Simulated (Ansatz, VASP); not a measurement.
In3Se in VASP and in Ansatz

```
In Se
1.0
     4.80376    0.00000    0.00000
     0.00000    4.80376    0.00000
     0.00000    0.00000    4.80376
In Se
3 1
Direct
  0.00000 0.50000 0.50000
  0.50000 0.00000 0.50000
  0.50000 0.50000 0.00000
  0.00000 0.00000 0.00000
```

Alike in both runs: task relaxation of cell and atoms; functional LDA; k mesh 10 × 10 × 10; occupations gaussian, width 0.1 eV; no spin polarisation.

```csv
,VASP,Ansatz
version,VASP 6.6.1,Ansatz 0.2.0
potentials or method,"VASP PAW LDA potentials, release 64 (In_d, Se), cutoff 600 eV","scalar-relativistic, plane waves, PAW"
valence electrons in the cell,45,55
```

|  | VASP | Ansatz | Ansatz less VASP |
| --- | --- | --- | --- |
| gap on the k mesh at the Fermi level, each at its own relaxed structure (eV) | none | none | - |
| relaxed volume (Å³/atom) | 24.60 | 24.52 | -0.074 |
| relaxed cell length with the largest relative difference (Å) | 4.616 | 4.612 | -0.0046 |

LDA's correlation is that of Perdew and Zunger in VASP and of Perdew and Wang (1992) in Ansatz. A gap of «none» marks a metal or a gap that the smearing closes. VASP's potentials hold 45 valence electrons a cell and Ansatz's 55, so a difference there can come from the potentials and not from the codes.
